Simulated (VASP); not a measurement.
# BN in VASP: a series of runs

BN is run at these levels: PBE+D3(BJ); tasks: single point, relaxation of cell and atoms.

Everything below comes from runs of VASP 6.6.1. Logs are shortened: lines on timing, memory, paths and dates and some standing lists are left out, and cuts for length are marked.

## Step 1: The cell of the first run

Symmetry: Cm, No. 8, monoclinic system. Conventional cell: a = 4.341 Å, b = 2.506 Å, c = 3.606 Å, α = 90.00°, β = 114.07°, γ = 90.00°. Within 1.9 Å of B (site symmetry m) lie 3 N at 1.45 Å. Within 1.9 Å of N (site symmetry m) lie 3 B at 1.45 Å.

## Step 2: Single point, PBE+D3(BJ)

Contents of INCAR:

```
SYSTEM = BN
PREC = Accurate ; ENCUT = 520
EDIFF = 1E-6 ; ISMEAR = 0
SIGMA = 0.02 ; LREAL = .FALSE.
LASPH = .TRUE. ; NELM = 100
ALGO = Normal ; ISIF = 2
LWAVE = .FALSE. ; LCHARG = .FALSE.
GGA = PE ; IVDW = 12
NBANDS = 11
```

Contents of KPOINTS:

```
Automatic mesh
0
G
  12 12 12
  0 0 0
```

Contents of POSCAR:

```
BN
1.0
    2.4956024383      0.0019053380     -0.2293024778
   -1.2388457315      2.1664035939      0.2292825266
   -0.9294745340     -0.9096218794      3.3482268293
B N
1 1
Direct
    0.9910417367      0.9914240674     -0.0061484410
    0.6571072633      0.3244599326      0.9929534410
```

Potentials or basis: VASP PAW PBE potentials, release 64 (B, N).

Launch:

```bash
> cat potpaw_PBE.64/B/POTCAR potpaw_PBE.64/N/POTCAR > POTCAR
> mpirun -np 1 vasp_std > vasp.out
```

OUTCAR:

```text
SYSTEM = BN
   PREC = Accurate
   ENCUT = 520
   EDIFF = 1E-6
   ISMEAR = 0
   LREAL = .FALSE.
   LASPH = .TRUE.
   NELM = 100
   ISIF = 2
   GGA = PE
   IVDW = 12
 IVDW          = 12

 ion  position               nearest neighbor table
   1  0.991  0.991  0.994-   2 1.45   2 1.45   2 1.45
   2  0.657  0.324  0.993-   1 1.45   1 1.45   1 1.45

  LATTYP: Found a base centered monoclinic cell.
 ALAT       =     4.3406746064
 B/A-ratio  =     0.5773739722
 C/A-ratio  =     0.8307834689
 COS(beta)  =    -0.4077820873

  Lattice vectors:

 A1 = (  -1.2388457315,   2.1664035939,   0.2292825266)
 A2 = (  -2.4956024383,  -0.0019053380,   0.2293024778)
 A3 = (   1.5661279043,  -0.9077165414,   3.1189243515)

Analysis of symmetry for initial positions (statically):
=====================================================================
 Subroutine PRICEL returns:
 Original cell was already a primitive cell.

 Routine SETGRP: Setting up the symmetry group for a
 base centered monoclinic supercell.

 Subroutine GETGRP returns: Found  2 space group operations
 (whereof  1 operations were pure point group operations)
 out of a pool of  4 trial point group operations.

The static configuration has the point symmetry C_1 .
 The point group associated with its full space group is C_1h.

Analysis of symmetry for dynamics (positions and initial velocities):
=====================================================================
 Subroutine PRICEL returns:
 Original cell was already a primitive cell.

 Routine SETGRP: Setting up the symmetry group for a
 base centered monoclinic supercell.

 Subroutine GETGRP returns: Found  2 space group operations
 (whereof  1 operations were pure point group operations)
 out of a pool of  4 trial point group operations.

The dynamic configuration has the point symmetry C_1 .
 The point group associated with its full space group is C_1h.

 Subroutine INISYM returns: Found  2 space group operations
 (whereof  1 operations are pure point group operations),
 and found     1 'primitive' translations

----------------------------------------------------------------------------------------

                                     Primitive cell

  volume of cell :      17.9100

  direct lattice vectors                    reciprocal lattice vectors
     2.495602438  0.001905338 -0.229302478     0.416648639  0.219700025  0.175349007
    -1.238845732  2.166403594  0.229282527     0.011289738  0.454646503  0.126649105
    -0.929474534 -0.909621879  3.348226829     0.027760970 -0.016087542  0.302001503

  length of vectors
     2.506115478  2.506115272  3.591929533     0.502604679  0.472092042  0.303701150

  position of ions in fractional coordinates (direct lattice)
     0.991041737  0.991424067  0.993851559
     0.657107263  0.324459933  0.992953441

  ion indices of the primitive-cell ions
   primitive index   ion index
                 1           1
                 2           2

----------------------------------------------------------------------------------------

 KPOINTS: Automatic mesh

Automatic generation of k-mesh.
 Grid dimensions read from file:
 generate k-points for:   12   12   12

 Generating k-lattice:

  Cartesian coordinates                     Fractional coordinates (reciprocal lattice)
     0.034720720  0.018308335  0.014612417     0.083333333 -0.000000000  0.000000000
     0.000940812  0.037887209  0.010554092     0.000000000  0.083333333  0.000000000
     0.002313414 -0.001340628  0.025166792     0.000000000 -0.000000000  0.083333333

  Length of vectors
     0.041883723  0.039341004  0.025308429

  Shift w.r.t. Gamma in fractional coordinates (k-lattice)
     0.000000000  0.000000000  0.000000000

 Subroutine IBZKPT returns following result:
 ===========================================

 Found    476 irreducible k-points:

 Following reciprocal coordinates:
            Coordinates               Weight
  0.000000  0.000000  0.000000      1.000000
  0.083333  0.000000 -0.000000      4.000000
  0.166667  0.000000 -0.000000      4.000000
  0.250000  0.000000 -0.000000      4.000000
  0.333333  0.000000 -0.000000      4.000000
  0.416667  0.000000 -0.000000      4.000000
[... 16 lines left out ...]
  0.250000  0.166667 -0.000000      4.000000
  0.333333  0.166667 -0.000000      4.000000
 [... further k-points ...]
   k-points           NKPTS =    476   k-points in BZ     NKDIM =    476   number of bands    NBANDS=     11
   number of dos      NEDOS =    301   number of ions     NIONS =      2
   total plane-waves  NPLWV =  11200
   dimension x,y,z NGX =    20 NGY =   20 NGZ =   28
   dimension x,y,z NGXF=    40 NGYF=   40 NGZF=   56
   ions per type =               1   1
   NGX,Y,Z   is equivalent  to a cutoff of  13.27, 13.27, 12.96 a.u.
   NGXF,Y,Z  is equivalent  to a cutoff of  26.53, 26.53, 25.92 a.u.
 SYSTEM =  BN
   PREC   = accura    normal or accurate (medium, high low for compatibility)
   ISTART =      0    job   : 0-new  1-cont  2-samecut
   ICHARG =      2    charge: 1-file 2-atom 10-const
   ISPIN  =      1    spin polarized calculation?
   LNONCOLLINEAR =      F non collinear calculations
   LSORBIT =      F    spin-orbit coupling
   LASPH  =      T    aspherical Exc in radial PAW
   ENCUT  =  520.0 eV  38.22 Ry    6.18 a.u.   4.66  4.66  6.68*2*pi/ulx,y,z
   NELM   =    100;   NELMIN=  2; NELMDL= -5     # of ELM steps
   EDIFF  = 0.1E-05   stopping-criterion for ELM
   LREAL  =      F    real-space projection
   EDIFFG = 0.1E-04   stopping-criterion for IOM
   NSW    =      0    number of steps for IOM
   IBRION =     -1    ionic relax: 0-MD 1-quasi-New 2-CG
   NFREE  =      0    steps in history (QN), initial steepest desc. (CG)
   ISIF   =      2    stress and relaxation
   ISYM   =      2    0-nonsym 1-usesym 2-fastsym
   POTIM  = 0.5000    time-step for ionic-motion
   TEBEG  =    0.0;   TEEND  =   0.0 temperature during run
   PSTRESS=    0.0 pullay stress
   NELECT =       8.0000    total number of electrons
   NUPDOWN=      -1.0000    fix difference up-down
   EMIN   =  10.00;   EMAX   =-10.00  energy-range for DOS
   EFERMI =   0.00;   METHOD = LEGACY
   ISMEAR =     0;   SIGMA  =   0.02  broadening in eV -4-tet -1-fermi 0-gaus
   EFERMI_NEDOS =   21; number of points for ismear=-14 and -15
   IALGO  =     38    algorithm
   IMIX   =      4    mixing-type and parameters
     AMIX     =   0.40;   BMIX     =  1.00
     AMIX_MAG =   1.60;   BMIX_MAG =  1.00
  volume/ion in A,a.u.               =       8.95        60.43
  Fermi-wavevector in a.u.,A,eV,Ry     =   1.251430  2.364859 21.307757  1.566076
  Thomas-Fermi vector in A             =   2.385377
   LORBIT       =      0    0 simple, 1 ext, 2 COOP (PROOUT), +10 PAW based schemes
   GGA     = PE    functional components
   LHFCALC =     F    Hartree Fock is set to
   AEXX    =    0.0000 exact exchange contribution
   IVDW    =    12    specifies the selected vdW correction
   LEPSILON=     F    determine dielectric tensor
   LRPA    =     F    only Hartree local field effects (RPA)
 non-spin polarized calculation
 Gauss-broadening in eV      SIGMA  =   0.02
  energy-cutoff  :      520.00
  volume of cell :       17.91
 maximum number of plane-waves:       501
   NGX =  9   NGY =  9   NGZ = 13

 number of electron       8.0000000 magnetization

 Free energy of the ion-electron system (eV)
  ---------------------------------------------------
  ext. energy  EPLUGINS =         0.00000000
  ---------------------------------------------------
  free energy    TOTEN  =       -17.57477203 eV

  energy without entropy =      -17.57477203  energy(sigma->0) =      -17.57477203

 E-fermi :   2.4455     XC(G=0): -10.1293

 val. band max:        2.3058692949   @ k =   0.3333   0.3333   0.0833
 cond. band min:       6.4978469294   @ k =   0.5000   0.5000   0.5000
 fundamental gap:      4.1919776346
 Fermi energy:         2.4454747744

 k-point     1 :       0.0000    0.0000    0.0000
  band No.  band energies     occupation
      1     -15.4676      2.00000
      2      -1.7094      2.00000
      3       1.0192      2.00000
      4       1.0197      2.00000
      5       7.6197      0.00000
      6      13.9545      0.00000
      7      13.9597      0.00000
      8      15.4388      0.00000
      9      17.0965      0.00000
     10      28.2020      0.00000
     11      30.7895      0.00000

 k-point     2 :       0.0833    0.0000   -0.0000
  band No.  band energies     occupation
      1     -15.3231      2.00000
      2      -1.6275      2.00000
      3       0.4592      2.00000
      4       0.7577      2.00000
      5       8.0117      0.00000
      6      13.8751      0.00000
      7      14.5443      0.00000
      8      14.9699      0.00000
      9      17.5354      0.00000
     10      28.1454      0.00000
     11      28.5887      0.00000

 k-point     3 :       0.1667    0.0000   -0.0000
  band No.  band energies     occupation
      1     -14.8994      2.00000
      2      -1.3818      2.00000
      3      -0.9174      2.00000
      4       0.1203      2.00000
      5       9.0139      0.00000
      6      13.4027      0.00000
      7      13.9976      0.00000
      8      16.1385      0.00000
      9      18.6083      0.00000
     10      25.1469      0.00000
     11      29.1118      0.00000
[... 267 lines left out ...]
 k-point    23 :       0.2500    0.1667   -0.0000
  band No.  band energies     occupation
      1     -13.0680      2.00000
      2      -4.4931      2.00000
      3      -2.4561      2.00000
      4       0.3134      2.00000
      5       8.9167      0.00000
      6      13.2396      0.00000
      7      15.2247      0.00000
      8      18.3930      0.00000
      9      19.8409      0.00000
     10      23.3127      0.00000
     11      26.3531      0.00000

 k-point    24 :       0.3333    0.1667   -0.0000
  band No.  band energies     occupation
      1     -12.3044      2.00000
      2      -5.6568      2.00000
      3      -3.0005      2.00000
      4       1.0986      2.00000
      5       7.4237      0.00000
      6      13.9612      0.00000
      7      15.7910      0.00000
      8      19.0775      0.00000
      9      20.7555      0.00000
     10      23.7052      0.00000
     11      26.1657      0.00000

 [... further k-points ...]

------------------------ aborting loop because EDIFF is reached ----------------------------------------

 Edisp (eV)   -0.28480

 E8    (eV) :    -0.0835

  FORCE on cell =-STRESS in cart. coord.  units (eV):
  Direction    XX          YY          ZZ          XY          YZ          ZX
  --------------------------------------------------------------------------------------
  -------------------------------------------------------------------------------------
  Total       0.01811     0.01974    -0.01156     0.00142     0.00365    -0.00629
  in kB       1.61988     1.76574    -1.03439     0.12730     0.32614    -0.56247
  external pressure =        0.78 kB  Pullay stress =        0.00 kB

 VOLUME and BASIS-vectors are now :
 -----------------------------------------------------------------------------
  energy-cutoff  :      520.00
  volume of cell :       17.91
      direct lattice vectors                 reciprocal lattice vectors
     2.495602438  0.001905338 -0.229302478     0.416648639  0.219700025  0.175349007
    -1.238845732  2.166403594  0.229282527     0.011289738  0.454646503  0.126649105
    -0.929474534 -0.909621879  3.348226829     0.027760970 -0.016087542  0.302001503

 POSITION                                       TOTAL-FORCE (eV/Angst)
 -----------------------------------------------------------------------------------
      0.32126      1.24568      3.32771         0.000103     -0.000060     -0.000141
      0.31500     -0.19905      3.24835        -0.000103      0.000060      0.000141
 -----------------------------------------------------------------------------------
    total drift:                                0.000074      0.000391      0.000003

  FREE ENERGIE OF THE ION-ELECTRON SYSTEM (eV)
  ---------------------------------------------------
  free  energy   TOTEN  =       -17.8595765337 eV

  energy  without entropy=      -17.8595765337  energy(sigma->0) =      -17.85957653
```

Wall time 50 s (1 thread of Intel Xeon Platinum 8375C at 2.90GHz (Ice Lake), shared host); peak memory 0.21 GiB.

What came out:

```
Free energy                : -17.8596 eV
Pressure                   : 0.1 GPa
Band gap on the k mesh     : 4.19 eV, indirect (least direct gap 4.68 eV)
Dispersion energy per atom : -0.142 eV
```

Stress tensor (GPa, compression positive):
```
 0.16  0.01 -0.06
 0.01  0.18  0.03
-0.06  0.03 -0.10
```

(Part 1 of 2 ends here.)
